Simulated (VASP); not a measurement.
Runs of VASP 6.6.1 on BN. The structure is that of space group P4_2/mnm (No. 136), or close to it. The cells are those of the table. 

| cell | gap on the mesh (eV) | pressure (GPa) | largest force (eV/Å) |
| --- | --- | --- | --- |
| a = 4.423, b = 4.423, c = 2.702 Å, 8 atoms | 4.77 | -18.6 | 0.28 |
| a = 4.290, b = 4.290, c = 2.243 Å, 8 atoms | 4.25 | 103.9 | 1.58 |
| a = 4.356, b = 4.356, c = 2.702 Å, 8 atoms | 4.73 | -9.3 | 0.58 |
| a = 4.522, b = 4.522, c = 2.549 Å, 8 atoms | 4.87 | -13.4 | 0.22 |
| a = 4.456, b = 4.456, c = 2.549 Å, 8 atoms | 4.83 | -4.6 | 0.09 |
| a = 4.456, b = 4.456, c = 2.320 Å, 8 atoms | 4.43 | 40.8 | 1.12 |
| a = 4.389, b = 4.389, c = 2.779 Å, 8 atoms | 4.47 | -21.4 | 0.49 |
| a = 4.522, b = 4.522, c = 2.243 Å, 8 atoms | 3.90 | 49.4 | 1.66 |
| a = 4.356, b = 4.356, c = 2.320 Å, 8 atoms | 4.56 | 61.8 | (b) |
| a = 4.290, b = 4.290, c = 2.549 Å, 8 atoms | 4.71 | 23.8 | 0.54 |
| a = 4.522, b = 4.522, c = 2.702 Å, 8 atoms | 4.81 | -30.2 | (a) |
| a = 4.489, b = 4.489, c = 2.473 Å, 8 atoms | 4.82 | 2.7 | 0.38 |

Alike in all rows: task single point; level PBE; potentials or basis VASP PAW PBE potentials, release 64 (B, N); no spin polarisation; k mesh 6 × 6 × 10; cutoff (eV) 520; smearing gaussian 0.05 eV.

Task: Estimate the missing entries.

Result: (a) 0.04; (b) 1.00.

Caveats: forces of over 1 eV/Å act on the atoms, so gaps and moduli don't describe the material at rest (some runs).

A k mesh can miss the band edges.
